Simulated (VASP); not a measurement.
# KTaO3 (Pm-3m) in VASP: notebook

Aim: see how the results for KTaO3 move with the level of theory and the settings. Levels: PBEsol, LDA. Tasks: relaxation of cell and atoms.

All numbers are computed with VASP 6.6.1; they aren't measurements. Logs are shortened: lines on timing, memory, paths and dates and some standing lists are left out, and cuts for length are marked.

### Step 1. The cell of the first run

Symmetry: Pm-3m, No. 221, cubic system. The conventional cell has a = 4.024 Å, b = 4.024 Å, c = 4.024 Å, α = 90.00°, β = 90.00°, γ = 90.00°. K (site symmetry m-3m) has 12 O at 2.85 Å and 8 Ta at 3.49 Å within 3.7 Å. Ta (site symmetry m-3m) has 6 O at 2.01 Å within 2.7 Å. Within 2.7 Å of O (site symmetry 4/mmm) lie 2 Ta at 2.01 Å.

### Step 2. Relaxation of cell and atoms, PBEsol

INCAR reads:

```
SYSTEM = KTaO3
  PREC = Accurate
  ENCUT = 600
  EDIFF = 1E-6
  ISMEAR = -1
  SIGMA = 0.02
  LREAL = .False.
  LASPH = .True.
  NELM = 60
  ALGO = Normal
  ISIF = 3
  LWAVE = .False.
  LCHARG = .False.
  GGA = PS
  IBRION = 2
  NSW = 80
  EDIFFG = -0.005
```

KPOINTS reads:

```
Automatic mesh
0
Gamma
  6 6 6
  0 0 0
```

POSCAR reads:

```
KTaO3
1.0
    4.0244249972      0.0000000000      0.0000000000
    0.0000000000      4.0244249972      0.0000000000
    0.0000000000      0.0000000000      4.0244249972
K Ta O
1 1 3
Direct
    0.0000000000      0.0000000000      0.0000000000
    0.5000000000      0.5000000000      0.5000000000
    0.5000000000      0.5000000000      0.0000000000
    0.5000000000      0.0000000000      0.5000000000
    0.0000000000      0.5000000000      0.5000000000
```

Potentials or basis: VASP PAW PBE potentials, release 64 (K_sv, Ta_pv, O).

On the command line:

```
$ cat potpaw_PBE.64/K_sv/POTCAR potpaw_PBE.64/Ta_pv/POTCAR potpaw_PBE.64/O/POTCAR > POTCAR
$ mpirun -np 1 vasp_std > vasp.out
```

OUTCAR:

```text
SYSTEM = KTaO3
   PREC = Accurate
   ENCUT = 600
   EDIFF = 1E-6
   ISMEAR = -1
   LREAL = .False.
   LASPH = .True.
   NELM = 60
   ISIF = 3
   GGA = PS
   IBRION = 2
   NSW = 80
   EDIFFG = -0.005

 ion  position               nearest neighbor table
   1  0.000  0.000  0.000-   3 2.85   4 2.85   5 2.85   4 2.85   5 2.85   3 2.85   5 2.85   5 2.85
                             3 2.85   4 2.85   4 2.85   3 2.85   2 3.49   2 3.49   2 3.49   2 3.49
   2  0.500  0.500  0.500-   3 2.01   4 2.01   5 2.01   3 2.01   4 2.01   5 2.01   1 3.49   1 3.49
                             1 3.49   1 3.49   1 3.49   1 3.49   1 3.49   1 3.49
   3  0.500  0.500  0.000-   2 2.01   2 2.01   1 2.85   1 2.85   1 2.85   1 2.85
   4  0.500  0.000  0.500-   2 2.01   2 2.01   1 2.85   1 2.85   1 2.85   1 2.85
   5  0.000  0.500  0.500-   2 2.01   2 2.01   1 2.85   1 2.85   1 2.85   1 2.85

  LATTYP: Found a simple cubic cell.
 ALAT       =     4.0244249972

  Lattice vectors:

 A1 = (   4.0244249972,   0.0000000000,   0.0000000000)
 A2 = (   0.0000000000,   4.0244249972,   0.0000000000)
 A3 = (   0.0000000000,   0.0000000000,   4.0244249972)

Analysis of symmetry for initial positions (statically):
=====================================================================
 Subroutine PRICEL returns:
 Original cell was already a primitive cell.

 Routine SETGRP: Setting up the symmetry group for a
 simple cubic supercell.

 Subroutine GETGRP returns: Found 48 space group operations
 (whereof 48 operations were pure point group operations)
 out of a pool of 48 trial point group operations.

The static configuration has the point symmetry O_h .

Analysis of symmetry for dynamics (positions and initial velocities):
=====================================================================
 Subroutine PRICEL returns:
 Original cell was already a primitive cell.

 Routine SETGRP: Setting up the symmetry group for a
 simple cubic supercell.

 Subroutine GETGRP returns: Found 48 space group operations
 (whereof 48 operations were pure point group operations)
 out of a pool of 48 trial point group operations.

The dynamic configuration has the point symmetry O_h .

 Subroutine INISYM returns: Found 48 space group operations
 (whereof 48 operations are pure point group operations),
 and found     1 'primitive' translations

----------------------------------------------------------------------------------------

                                     Primitive cell

  volume of cell :      65.1796

  direct lattice vectors                    reciprocal lattice vectors
     4.024424997  0.000000000  0.000000000     0.248482703  0.000000000  0.000000000
     0.000000000  4.024424997  0.000000000     0.000000000  0.248482703  0.000000000
     0.000000000  0.000000000  4.024424997     0.000000000  0.000000000  0.248482703

  length of vectors
     4.024424997  4.024424997  4.024424997     0.248482703  0.248482703  0.248482703

  position of ions in fractional coordinates (direct lattice)
     0.000000000  0.000000000  0.000000000
     0.500000000  0.500000000  0.500000000
     0.500000000  0.500000000  0.000000000
     0.500000000  0.000000000  0.500000000
     0.000000000  0.500000000  0.500000000

  ion indices of the primitive-cell ions
   primitive index   ion index
                 1           1
                 2           2
                 3           3
                 4           4
                 5           5

----------------------------------------------------------------------------------------

 KPOINTS: Automatic mesh

Automatic generation of k-mesh.
 Grid dimensions read from file:
 generate k-points for:    6    6    6

 Generating k-lattice:

  Cartesian coordinates                     Fractional coordinates (reciprocal lattice)
     0.041413784  0.000000000  0.000000000     0.166666667  0.000000000  0.000000000
     0.000000000  0.041413784  0.000000000     0.000000000  0.166666667  0.000000000
     0.000000000  0.000000000  0.041413784     0.000000000  0.000000000  0.166666667

  Length of vectors
     0.041413784  0.041413784  0.041413784

  Shift w.r.t. Gamma in fractional coordinates (k-lattice)
     0.000000000  0.000000000  0.000000000

 Subroutine IBZKPT returns following result:
 ===========================================

 Found     20 irreducible k-points:

 Following reciprocal coordinates:
            Coordinates               Weight
  0.000000  0.000000  0.000000      1.000000
  0.166667  0.000000  0.000000      6.000000
  0.333333  0.000000  0.000000      6.000000
  0.500000  0.000000  0.000000      3.000000
  0.166667  0.166667  0.000000     12.000000
  0.333333  0.166667  0.000000     24.000000
[... 12 lines left out ...]
  0.500000  0.500000  0.333333      6.000000
  0.500000  0.500000  0.500000      1.000000
   k-points           NKPTS =     20   k-points in BZ     NKDIM =     20   number of bands    NBANDS=     23
   number of dos      NEDOS =    301   number of ions     NIONS =      5
   total plane-waves  NPLWV =  32768
   dimension x,y,z NGX =    32 NGY =   32 NGZ =   32
   dimension x,y,z NGXF=    64 NGYF=   64 NGZF=   64
   ions per type =               1   1   3
   NGX,Y,Z   is equivalent  to a cutoff of  13.22, 13.22, 13.22 a.u.
   NGXF,Y,Z  is equivalent  to a cutoff of  26.44, 26.44, 26.44 a.u.
 SYSTEM =  KTaO3
   PREC   = accura    normal or accurate (medium, high low for compatibility)
   ISTART =      0    job   : 0-new  1-cont  2-samecut
   ICHARG =      2    charge: 1-file 2-atom 10-const
   ISPIN  =      1    spin polarized calculation?
   LNONCOLLINEAR =      F non collinear calculations
   LSORBIT =      F    spin-orbit coupling
   LASPH  =      T    aspherical Exc in radial PAW
   ENCUT  =  600.0 eV  44.10 Ry    6.64 a.u.   8.04  8.04  8.04*2*pi/ulx,y,z
   NELM   =     60;   NELMIN=  2; NELMDL= -5     # of ELM steps
   EDIFF  = 0.1E-05   stopping-criterion for ELM
   LREAL  =      F    real-space projection
   EDIFFG = -.5E-02   stopping-criterion for IOM
   NSW    =     80    number of steps for IOM
   IBRION =      2    ionic relax: 0-MD 1-quasi-New 2-CG
   NFREE  =      1    steps in history (QN), initial steepest desc. (CG)
   ISIF   =      3    stress and relaxation
   ISYM   =      2    0-nonsym 1-usesym 2-fastsym
   POTIM  = 0.5000    time-step for ionic-motion
   TEBEG  =    0.0;   TEEND  =   0.0 temperature during run
   PSTRESS=    0.0 pullay stress
   NELECT =      38.0000    total number of electrons
   NUPDOWN=      -1.0000    fix difference up-down
   EMIN   =  10.00;   EMAX   =-10.00  energy-range for DOS
   EFERMI =   0.00;   METHOD = LEGACY
   ISMEAR =    -1;   SIGMA  =   0.02  broadening in eV -4-tet -1-fermi 0-gaus
   EFERMI_NEDOS =   21; number of points for ismear=-14 and -15
   IALGO  =     38    algorithm
   IMIX   =      4    mixing-type and parameters
     AMIX     =   0.40;   BMIX     =  1.00
     AMIX_MAG =   1.60;   BMIX_MAG =  1.00
  volume/ion in A,a.u.               =      13.04        87.97
  Fermi-wavevector in a.u.,A,eV,Ry     =   1.367620  2.584428 25.448135  1.870385
  Thomas-Fermi vector in A             =   2.493657
   LORBIT       =      0    0 simple, 1 ext, 2 COOP (PROOUT), +10 PAW based schemes
   GGA     = PS    functional components
   LHFCALC =     F    Hartree Fock is set to
   AEXX    =    0.0000 exact exchange contribution
   IVDW    =     0    specifies the selected vdW correction
   LEPSILON=     F    determine dielectric tensor
   LRPA    =     F    only Hartree local field effects (RPA)
 conjugate gradient relaxation of ions
 non-spin polarized calculation
  energy-cutoff  :      600.00
  volume of cell :       65.18
 maximum number of plane-waves:      2196
   NGX = 17   NGY = 17   NGZ = 17

--------------------------------------- Ionic step        1  -------------------------------------------

 number of electron      38.0000006 magnetization

 Free energy of the ion-electron system (eV)
  ---------------------------------------------------
  ext. energy  EPLUGINS =         0.00000000
  ---------------------------------------------------
  free energy    TOTEN  =       -42.90321186 eV

  energy without entropy =      -42.90321186  energy(sigma->0) =      -42.90321186

------------------------ aborting loop because EDIFF is reached ----------------------------------------

  FORCE on cell =-STRESS in cart. coord.  units (eV):
  Direction    XX          YY          ZZ          XY          YZ          ZX
  --------------------------------------------------------------------------------------
  -------------------------------------------------------------------------------------
  Total       -2.0658876     -2.0658876     -2.0658876     -0.0000000      0.0000000     -0.0000000
  in kB      -50.7815284    -50.7815284    -50.7815284     -0.0000000      0.0000000     -0.0000000
  external PRESSURE =     -50.7815284 kB  Pullay stress =       0.0000000 kB

 VOLUME and BASIS-vectors are now :
 -----------------------------------------------------------------------------
  energy-cutoff  :      600.00
  volume of cell :       65.18
      direct lattice vectors                 reciprocal lattice vectors
     4.024424997  0.000000000  0.000000000     0.248482703  0.000000000  0.000000000
     0.000000000  4.024424997  0.000000000     0.000000000  0.248482703  0.000000000
     0.000000000  0.000000000  4.024424997     0.000000000  0.000000000  0.248482703

 POSITION                                       TOTAL-FORCE (eV/Angst)
 -----------------------------------------------------------------------------------
      0.00000      0.00000      0.00000         0.000000      0.000000      0.000000
      2.01221      2.01221      2.01221         0.000000      0.000000      0.000000
      2.01221      2.01221      0.00000         0.000000      0.000000      0.000000
      2.01221      0.00000      2.01221         0.000000      0.000000      0.000000
      0.00000      2.01221      2.01221         0.000000      0.000000      0.000000
 -----------------------------------------------------------------------------------
    total drift:                                0.000000     -0.000000     -0.000000

  FREE ENERGIE OF THE ION-ELECTRON SYSTEM (eV)
  ---------------------------------------------------
  free  energy   TOTEN  =       -42.9032118627 eV
[... 26 lines left out ...]
 POSITION                                       TOTAL-FORCE (eV/Angst)
 -----------------------------------------------------------------------------------
      0.00000      0.00000      0.00000        -0.000000     -0.000000      0.000000
      1.97210      1.97210      1.97210         0.000000     -0.000000      0.000000
      1.97210      1.97210     -0.00000        -0.000000     -0.000000      0.000000
      1.97210      0.00000      1.97210        -0.000000      0.000000      0.000000
     -0.00000      1.97210      1.97210         0.000000      0.000000      0.000000
 -----------------------------------------------------------------------------------
    total drift:                                0.000000     -0.000000     -0.000000

  FREE ENERGIE OF THE ION-ELECTRON SYSTEM (eV)
  ---------------------------------------------------
  free  energy   TOTEN  =       -42.8834043926 eV

  energy  without entropy=      -42.8834043926  energy(sigma->0) =      -42.88340439

--------------------------------------- Ionic step        3  -------------------------------------------

 number of electron      37.9999991 magnetization

 Free energy of the ion-electron system (eV)
  ---------------------------------------------------
  ext. energy  EPLUGINS =         0.00000000
  ---------------------------------------------------
  free energy    TOTEN  =       -42.93094707 eV

  energy without entropy =      -42.93094707  energy(sigma->0) =      -42.93094707

 E-fermi :   2.1847     XC(G=0): -11.1353

 val. band max:        1.6562961469   @ k =   0.5000   0.5000   0.5000
 cond. band min:       3.7402544606   @ k =   0.0000   0.0000   0.0000
 fundamental gap:      2.0839583137
 Fermi energy:         2.1846561863

 k-point     1 :       0.0000    0.0000    0.0000
  band No.  band energies     occupation
      1     -32.4112      2.00000
      2     -32.4112      2.00000
      3     -32.4112      2.00000
      4     -25.4608      2.00000
      5     -15.8262      2.00000
      6     -15.0989      2.00000
[... 15 lines left out ...]
     22       3.7403      0.00000
     23       8.0955      0.00000

 k-point     2 :       0.1667    0.0000    0.0000
  band No.  band energies     occupation
      1     -32.4342      2.00000
      2     -32.4104      2.00000
      3     -32.4104      2.00000
      4     -25.4534      2.00000
      5     -15.7562      2.00000
      6     -15.0931      2.00000
[... 496 lines left out ...]
 VOLUME and BASIS-vectors are now :
 -----------------------------------------------------------------------------
  energy-cutoff  :      600.00
  volume of cell :       63.49
      direct lattice vectors                 reciprocal lattice vectors
     3.989251038 -0.000000000 -0.000000000     0.250673620  0.000000000 -0.000000000
    -0.000000000  3.989251038 -0.000000000     0.000000000  0.250673620 -0.000000000
     0.000000000  0.000000000  3.989251038     0.000000000  0.000000000  0.250673620

 POSITION                                       TOTAL-FORCE (eV/Angst)
 -----------------------------------------------------------------------------------
      0.00000      0.00000      0.00000        -0.000000     -0.000000      0.000000
      1.99463      1.99463      1.99463         0.000000     -0.000000      0.000000
      1.99463      1.99463     -0.00000        -0.000000     -0.000000      0.000000
      1.99463      0.00000      1.99463        -0.000000      0.000000      0.000000
     -0.00000      1.99463      1.99463         0.000000      0.000000      0.000000
 -----------------------------------------------------------------------------------
    total drift:                                0.000000     -0.000000     -0.000000

  FREE ENERGIE OF THE ION-ELECTRON SYSTEM (eV)
  ---------------------------------------------------
  free  energy   TOTEN  =       -42.9309470680 eV

  energy  without entropy=      -42.9309470680  energy(sigma->0) =      -42.93094707

 reached required accuracy - stopping structural energy minimisation
```

Run time: 94 s. Hardware: 1 thread of AMD EPYC 7R43 (Zen 3), shared host; peak memory 0.17 GiB.

What came out:

* Free energy: -42.9309 eV
* Relaxed volume: 12.70 Å³/atom
* Relaxed cell: a = 3.989 Å, b = 3.989 Å, c = 3.989 Å, α = 90.00°, β = 90.00°, γ = 90.00°
* Space group after relaxing (to 0.05 Å): Pm-3m (No. 221)
* Energy gained by relaxing: 5.5 meV/atom
* Ionic steps: 3
* Pressure after relaxing: 0.0 GPa
* Band gap on the k mesh: 2.08 eV, indirect (least direct gap 2.71 eV)

The path:
| step | energy change (eV) | largest force (eV/Å) | pressure (GPa) | volume (Å³) |
| --- | --- | --- | --- | --- |
| 1 | 0.0000 | 0.0000 | -5.08 | 65.18 |
| 2 | 0.0198 | 0.0000 | 7.44 | 61.36 |
| 3 | -0.0277 | 0.0000 | -0.04 | 63.49 |

Final structure:
```
CELL_PARAMETERS angstrom
3.98925 0.00000 0.00000
0.00000 3.98925 0.00000
0.00000 0.00000 3.98925
ATOMIC_POSITIONS crystal
K 0.00000 0.00000 0.00000
Ta 0.50000 0.50000 0.50000
O 0.50000 0.50000 0.00000
O 0.50000 0.00000 0.50000
O 0.00000 0.50000 0.50000
```

Caveat: the PAW data sets were made with another functional, which shifts forces and pressure a little; spin-orbit coupling is left out, which moves the levels of the heavy elements. A k mesh can miss the band edges.

### Step 3. Relaxation of cell and atoms, LDA

INCAR reads:

```
SYSTEM = KTaO3
ALGO = Normal
EDIFF = 1E-6
EDIFFG = -0.005
ENCUT = 600
GGA = CA
IBRION = 2
ISIF = 3
ISMEAR = -1
LASPH = .True.
LCHARG = .False.
LREAL = .False.
LWAVE = .False.
NELM = 80
NSW = 80
PREC = Accurate
SIGMA = 0.02
```

KPOINTS reads:

```
k-points
0
Gamma
  6 6 6
  0 0 0
```

POSCAR is that of step 2.

Potentials or basis: VASP PAW LDA potentials, release 64 (K_sv, Ta_pv, O).

On the command line:

```
$ cat potpaw_LDA.64/K_sv/POTCAR potpaw_LDA.64/Ta_pv/POTCAR potpaw_LDA.64/O/POTCAR > POTCAR
$ mpirun -np 1 vasp_std > vasp.out
```

Wall time 1.9 min (1 thread of AMD EPYC 7R43 (Zen 3), shared host); peak memory 0.16 GiB.

Results (log left out):

| Quantity | Value |
| --- | --- |
| Free energy | -45.0736 eV |
| Relaxed volume | 12.40 Å³/atom |
| Relaxed cell | a = 3.958 Å, b = 3.958 Å, c = 3.958 Å, α = 90.00°, β = 90.00°, γ = 90.00° |
| Space group after relaxing (to 0.05 Å) | Pm-3m (No. 221) |
| Energy gained by relaxing | 19.8 meV/atom |
| Ionic steps | 4 |
| Pressure after relaxing | 0.0 GPa |
| Band gap on the k mesh | 2.07 eV, indirect (least direct gap 2.68 eV) |

The path:
```csv
step,energy change (eV),largest force (eV/Å),pressure (GPa),volume (Å³)
1,0.0000,0.0000,-9.64,65.18
2,0.0963,0.0000,16.76,58.06
3,-0.0992,0.0000,-0.17,62.08
4,-0.0992,0.0000,0.02,62.02
```

Final structure:
```
CELL_PARAMETERS angstrom
3.95832 0.00000 0.00000
0.00000 3.95832 0.00000
0.00000 0.00000 3.95832
ATOMIC_POSITIONS crystal
K 0.00000 0.00000 0.00000
Ta 0.50000 0.50000 0.50000
O 0.50000 0.50000 0.00000
O 0.50000 0.00000 0.50000
O 0.00000 0.50000 0.50000
```

Levels at points of the mesh, in eV from the valence-band top:
```
           k point  band 17  band 18  band 19  band 20  band 21  band 22
(0.00, 0.00, 0.00)    -0.61    -0.61    -0.61     2.07     2.07     2.07
(0.50, 0.00, 0.00)    -1.62    -0.85    -0.85     2.24     5.08     5.08
(0.50, 0.50, 0.00)    -1.48    -1.48    -0.04     5.13     5.13     6.44
(0.50, 0.50, 0.50)     0.00     0.00     0.00     6.60     6.60     6.60
```

Caveat: spin-orbit coupling is left out, which moves the levels of the heavy elements.
